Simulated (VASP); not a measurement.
# H in VASP: single point with PBEsol

Aim: the single point of H with PBEsol.

Everything below comes from runs of VASP 6.6.1. Logs are shortened: lines on timing, memory, paths and dates and some standing lists are left out, and cuts for length are marked.

## (1) The cell of the first run

The cell holds a slab with vacuum, 2 atoms: a = 4.371 Å, b = 4.371 Å, c = 8.450 Å, α = 90.00°, β = 90.00°, γ = 90.00°.

## (2) Single point, PBEsol

Contents of INCAR:

```
ALGO = Normal
EDIFF = 1E-7
ENCUT = 520
GGA = PS
ISIF = 2
ISMEAR = 1
LASPH = T
LCHARG = T
LELF = T
LREAL = F
LVHAR = T
LWAVE = F
NBANDS = 8
NELM = 60
PREC = Accurate
SIGMA = 0.1
```

Contents of KPOINTS:

```
k-points
0
Gamma
  4 4 4
```

Contents of POSCAR:

```
H
1.0
    4.3710000000      0.0000000000      0.0000000000
    0.0000000000      4.3710000000      0.0000000000
    0.0000000000      0.0000000000      8.4500000000
H
2
Direct
    0.0000000000      0.0000000000      0.0000000000
    0.5000000000      0.5000000000      0.0000000000
```

Potentials or basis: VASP PAW PBE potentials, release 64 (H).

Run with:

```bash
cat potpaw_PBE.64/H/POTCAR > POTCAR
mpirun -np 1 vasp_std > vasp.out
```

OUTCAR:

```text
EDIFF = 1E-7
   ENCUT = 520
   GGA = PS
   ISIF = 2
   ISMEAR = 1
   LASPH = T
   LREAL = F
   NELM = 60
   PREC = Accurate

 ion  position               nearest neighbor table
   1  0.000  0.000  0.000-
   2  0.500  0.500  0.000-

  LATTYP: Found a simple tetragonal cell.
 ALAT       =     4.3710000000
 C/A-ratio  =     1.9331960650

  Lattice vectors:

 A1 = (   4.3710000000,   0.0000000000,   0.0000000000)
 A2 = (   0.0000000000,   4.3710000000,   0.0000000000)
 A3 = (   0.0000000000,   0.0000000000,   8.4500000000)

Analysis of symmetry for initial positions (statically):
=====================================================================
 Subroutine PRICEL returns following result:

  LATTYP: Found a simple tetragonal cell.
 ALAT       =     3.0907637406
 C/A-ratio  =     2.7339520938

  Lattice vectors:

 A1 = (   2.1855000000,  -2.1855000000,   0.0000000000)
 A2 = (   2.1855000000,   2.1855000000,   0.0000000000)
 A3 = (   0.0000000000,   0.0000000000,   8.4500000000)

   2 primitive cells build up your supercell.

 Routine SETGRP: Setting up the symmetry group for a
 simple tetragonal supercell.

 Subroutine GETGRP returns: Found 16 space group operations
 (whereof 16 operations were pure point group operations)
 out of a pool of 16 trial point group operations.

The static configuration has the point symmetry D_4h.

Analysis of symmetry for dynamics (positions and initial velocities):
=====================================================================
 Subroutine PRICEL returns following result:

  LATTYP: Found a simple tetragonal cell.
 ALAT       =     3.0907637406
 C/A-ratio  =     2.7339520938

  Lattice vectors:

 A1 = (   2.1855000000,  -2.1855000000,   0.0000000000)
 A2 = (   2.1855000000,   2.1855000000,   0.0000000000)
 A3 = (   0.0000000000,   0.0000000000,   8.4500000000)

   2 primitive cells build up your supercell.

 Routine SETGRP: Setting up the symmetry group for a
 simple tetragonal supercell.

 Subroutine GETGRP returns: Found 16 space group operations
 (whereof 16 operations were pure point group operations)
 out of a pool of 16 trial point group operations.

The dynamic configuration has the point symmetry D_4h.

 Subroutine INISYM returns: Found 16 space group operations
 (whereof 16 operations are pure point group operations),
 and found     2 'primitive' translations

----------------------------------------------------------------------------------------

                                     Primitive cell

  volume of cell :      80.7213

  direct lattice vectors                    reciprocal lattice vectors
     2.185500000 -2.185500000  0.000000000     0.228780599 -0.228780599  0.000000000
     2.185500000  2.185500000  0.000000000     0.228780599  0.228780599  0.000000000
     0.000000000  0.000000000  8.450000000     0.000000000  0.000000000  0.118343195

  length of vectors
     3.090763741  3.090763741  8.450000000     0.323544626  0.323544626  0.118343195

  position of ions in fractional coordinates (direct lattice)
     0.000000000  0.000000000  0.000000000

  ion indices of the primitive-cell ions
   primitive index   ion index
                 1           1

----------------------------------------------------------------------------------------

 KPOINTS: k-points

Automatic generation of k-mesh.
 Grid dimensions read from file:
 generate k-points for:    4    4    4

 Generating k-lattice:

  Cartesian coordinates                     Fractional coordinates (reciprocal lattice)
     0.057195150  0.000000000  0.000000000     0.250000000  0.000000000  0.000000000
     0.000000000  0.057195150  0.000000000     0.000000000  0.250000000  0.000000000
     0.000000000  0.000000000  0.029585799     0.000000000  0.000000000  0.250000000

  Length of vectors
     0.057195150  0.057195150  0.029585799

  Shift w.r.t. Gamma in fractional coordinates (k-lattice)
     0.000000000  0.000000000  0.000000000

 Subroutine IBZKPT returns following result:
 ===========================================

 Found     18 irreducible k-points:

 Following reciprocal coordinates:
            Coordinates               Weight
  0.000000  0.000000  0.000000      1.000000
  0.250000  0.000000  0.000000      4.000000
  0.500000  0.000000  0.000000      2.000000
  0.250000  0.250000  0.000000      4.000000
  0.500000  0.250000  0.000000      4.000000
  0.500000  0.500000  0.000000      1.000000
[... 10 lines left out ...]
  0.500000  0.250000  0.500000      4.000000
  0.500000  0.500000  0.500000      1.000000
   k-points           NKPTS =     18   k-points in BZ     NKDIM =     18   number of bands    NBANDS=      8
   number of dos      NEDOS =    301   number of ions     NIONS =      2
   total plane-waves  NPLWV =  82944
   dimension x,y,z NGX =    36 NGY =   36 NGZ =   64
   dimension x,y,z NGXF=    72 NGYF=   72 NGZF=  128
   ions per type =               2
   NGX,Y,Z   is equivalent  to a cutoff of  13.69, 13.69, 12.59 a.u.
   NGXF,Y,Z  is equivalent  to a cutoff of  27.38, 27.38, 25.18 a.u.
 SYSTEM =  unknown system
   PREC   = accura    normal or accurate (medium, high low for compatibility)
   ISTART =      0    job   : 0-new  1-cont  2-samecut
   ICHARG =      2    charge: 1-file 2-atom 10-const
   ISPIN  =      1    spin polarized calculation?
   LNONCOLLINEAR =      F non collinear calculations
   LSORBIT =      F    spin-orbit coupling
   LASPH  =      T    aspherical Exc in radial PAW
   ENCUT  =  520.0 eV  38.22 Ry    6.18 a.u.   8.13  8.13 15.71*2*pi/ulx,y,z
   NELM   =     60;   NELMIN=  2; NELMDL= -5     # of ELM steps
   EDIFF  = 0.1E-06   stopping-criterion for ELM
   LREAL  =      F    real-space projection
   EDIFFG = 0.1E-05   stopping-criterion for IOM
   NSW    =      0    number of steps for IOM
   IBRION =     -1    ionic relax: 0-MD 1-quasi-New 2-CG
   NFREE  =      0    steps in history (QN), initial steepest desc. (CG)
   ISIF   =      2    stress and relaxation
   ISYM   =      2    0-nonsym 1-usesym 2-fastsym
   POTIM  = 0.5000    time-step for ionic-motion
   TEBEG  =    0.0;   TEEND  =   0.0 temperature during run
   PSTRESS=    0.0 pullay stress
   NELECT =       2.0000    total number of electrons
   NUPDOWN=      -1.0000    fix difference up-down
   EMIN   =  10.00;   EMAX   =-10.00  energy-range for DOS
   EFERMI =   0.00;   METHOD = LEGACY
   ISMEAR =     1;   SIGMA  =   0.10  broadening in eV -4-tet -1-fermi 0-gaus
   EFERMI_NEDOS =   21; number of points for ismear=-14 and -15
   IALGO  =     38    algorithm
   IMIX   =      4    mixing-type and parameters
     AMIX     =   0.40;   BMIX     =  1.00
     AMIX_MAG =   1.60;   BMIX_MAG =  1.00
  volume/ion in A,a.u.               =      80.72       544.73
  Fermi-wavevector in a.u.,A,eV,Ry     =   0.378802  0.715832  1.952311  0.143491
  Thomas-Fermi vector in A             =   1.312381
   LORBIT       =      0    0 simple, 1 ext, 2 COOP (PROOUT), +10 PAW based schemes
   GGA     = PS    functional components
   LHFCALC =     F    Hartree Fock is set to
   AEXX    =    0.0000 exact exchange contribution
   IVDW    =     0    specifies the selected vdW correction
   LEPSILON=     F    determine dielectric tensor
   LRPA    =     F    only Hartree local field effects (RPA)
 non-spin polarized calculation
 Methfessel and Paxton  Order N= 1 SIGMA  =   0.10
  energy-cutoff  :      520.00
  volume of cell :      161.44
 maximum number of plane-waves:      4384
 NGX is ok and might be reduce to    36
   NGX = 17   NGY = 17   NGZ = 31

 number of electron       1.9999999 magnetization

 Free energy of the ion-electron system (eV)
  ---------------------------------------------------
  ext. energy  EPLUGINS =         0.00000000
  ---------------------------------------------------
  free energy    TOTEN  =        -0.64128958 eV

  energy without entropy =       -0.63192946  energy(sigma->0) =       -0.63816954

 E-fermi :  -6.2059     XC(G=0):  -2.2925

 val. band max:       -6.3003224761   @ k =   0.5000   0.0000   0.5000
 cond. band min:      -6.1910210458   @ k =   0.5000   0.2500   0.0000
 fundamental gap:      0.1093014303
 Fermi energy:        -6.2058872186

 k-point     1 :       0.0000    0.0000    0.0000
  band No.  band energies     occupation
      1      -7.3929      2.00000
      2      -5.0792     -0.00000
      3       0.1699      0.00000
      4       0.1852      0.00000
      5       4.1231      0.00000
      6       4.1231      0.00000
      7       4.3348      0.00000
      8       5.5882      0.00000

 k-point     2 :       0.2500    0.0000    0.0000
  band No.  band energies     occupation
      1      -7.0895      2.00000
      2      -5.4422     -0.00000
      3       0.6245      0.00000
      4       0.6584      0.00000
      5       2.8201      0.00000
      6       4.1224      0.00000
      7       4.5336      0.00000
      8       4.6111      0.00000

 k-point     3 :       0.5000    0.0000    0.0000
  band No.  band energies     occupation
      1      -6.3009      2.03824
      2      -6.3009      2.03824
      3       1.7688      0.00000
      4       1.7688      0.00000
      5       2.1207      0.00000
      6       2.1207      0.00000
      7       3.7261      0.00000
      8       3.7261      0.00000
[... 144 lines left out ...]
 k-point    17 :       0.5000    0.2500    0.5000
  band No.  band energies     occupation
      1      -6.1906      0.74473
      2      -6.1906      0.74473
      3       1.6184      0.00000
      4       1.6184      0.00000
      5       1.9249      0.00000
      6       1.9249      0.00000
      7       4.8129      0.00000
      8       4.8129      0.00000

 k-point    18 :       0.5000    0.5000    0.5000
  band No.  band energies     occupation
      1      -6.0719     -0.06742
      2      -6.0719     -0.06742
      3       0.9228      0.00000
      4       0.9228      0.00000
      5       3.1773      0.00000
      6       3.1773      0.00000
      7       3.6284      0.00000
      8       3.6284      0.00000

------------------------ aborting loop because EDIFF is reached ----------------------------------------

  FORCE on cell =-STRESS in cart. coord.  units (eV):
  Direction    XX          YY          ZZ          XY          YZ          ZX
  --------------------------------------------------------------------------------------
  -------------------------------------------------------------------------------------
  Total       -1.7026302     -1.7026302     -0.0142249      0.0000000      0.0000000      0.0000000
  in kB      -16.8971165    -16.8971165     -0.1411699      0.0000000      0.0000000      0.0000000
  external PRESSURE =     -11.3118010 kB  Pullay stress =       0.0000000 kB

 VOLUME and BASIS-vectors are now :
 -----------------------------------------------------------------------------
  energy-cutoff  :      520.00
  volume of cell :      161.44
      direct lattice vectors                 reciprocal lattice vectors
     4.371000000  0.000000000  0.000000000     0.228780599  0.000000000  0.000000000
     0.000000000  4.371000000  0.000000000     0.000000000  0.228780599  0.000000000
     0.000000000  0.000000000  8.450000000     0.000000000  0.000000000  0.118343195

 POSITION                                       TOTAL-FORCE (eV/Angst)
 -----------------------------------------------------------------------------------
      0.00000      0.00000      0.00000         0.000000      0.000000      0.000000
      2.18550      2.18550      0.00000        -0.000000     -0.000000     -0.000000
 -----------------------------------------------------------------------------------
    total drift:                                0.000000      0.000000     -0.000000

  FREE ENERGIE OF THE ION-ELECTRON SYSTEM (eV)
  ---------------------------------------------------
  free  energy   TOTEN  =        -0.6412895790 eV

  energy  without entropy=       -0.6319294583  energy(sigma->0) =       -0.63816954
```

It took 21 s on 1 thread of Intel Xeon Platinum 8375C at 2.90GHz (Ice Lake), shared host; peak memory 0.26 GiB.

Results:

```yaml
Free_energy: -0.6413 eV
Band_gap_on_the_k_mesh: zero (band 1 reaches -6.07 eV, above the bottom of band 2 at -6.30 eV)
```

Caveat: the PAW data sets were made with another functional, which shifts forces and pressure a little.
